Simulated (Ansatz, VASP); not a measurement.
One calculation of CaS, two programs

The input INCAR:

```
SYSTEM = CaS
ALGO = Normal
EDIFF = 1E-6
ENCUT = 500
GGA = PS
GGA_COMPAT = .False.
ISIF = 2
ISMEAR = 0
LASPH = .True.
LCHARG = .False.
LREAL = .False.
LWAVE = .False.
NBANDS = 15
NELM = 120
PREC = Accurate
SIGMA = 0.05
```

KPOINTS

```
k-points
0
Gamma
  6 6 6
  0 0 0
```

The input POSCAR:

```
CaS
1.0
    0.0000000000      2.8285330970      2.8285330970
    2.8285330970      0.0000000000      2.8285330970
    2.8285330970      2.8285330970      0.0000000000
Ca S
1 1
Direct
    0.0000000000      0.0000000000      0.0000000000
    0.5000000000      0.5000000000      0.5000000000
```

Input for Ansatz:

```yaml
crystal:
  lattice:
    - [0.0, 2.828533097, 2.828533097]
    - [2.828533097, 0.0, 2.828533097]
    - [2.828533097, 2.828533097, 0.0]
  atoms:
    - { symbol: Ca, position: [0.0, 0.0, 0.0] }
    - { symbol: S, position: [0.5, 0.5, 0.5] }
basis:
  ecutwfc: 420
kpoints:
  mp_grid: { grid: [6, 6, 6] }
hamiltonian:
  xc: pbesol
scf:
  occupations: { method: gaussian, width: 0.05 }
output:
  forces: true
  stress: true
  eigenvalues: true
```

Alike in both runs: task single point; functional PBEsol; k mesh 6 × 6 × 6; occupations gaussian, width 0.05 eV; no spin polarisation.

|  | VASP | Ansatz |
| --- | --- | --- |
| version | VASP 6.6.1 | Ansatz 0.2.0 |
| potentials or method | VASP PAW PBE potentials, release 64 (Ca_sv, S), cutoff 500 eV | scalar-relativistic, plane waves, PAW |
| valence electrons in the cell | 16 | 16 |

|  | VASP | Ansatz | Ansatz less VASP |
| --- | --- | --- | --- |
| gap on the k mesh at the Fermi level (eV) | 2.18 | 2.19 | +0.006 |
| least direct gap on the mesh (eV) | 3.02 | 3.03 | +0.005 |
| pressure (GPa) | -0.6 | -0.8 | -0.18 |

VASP's potentials were made for PBE, not for PBEsol.
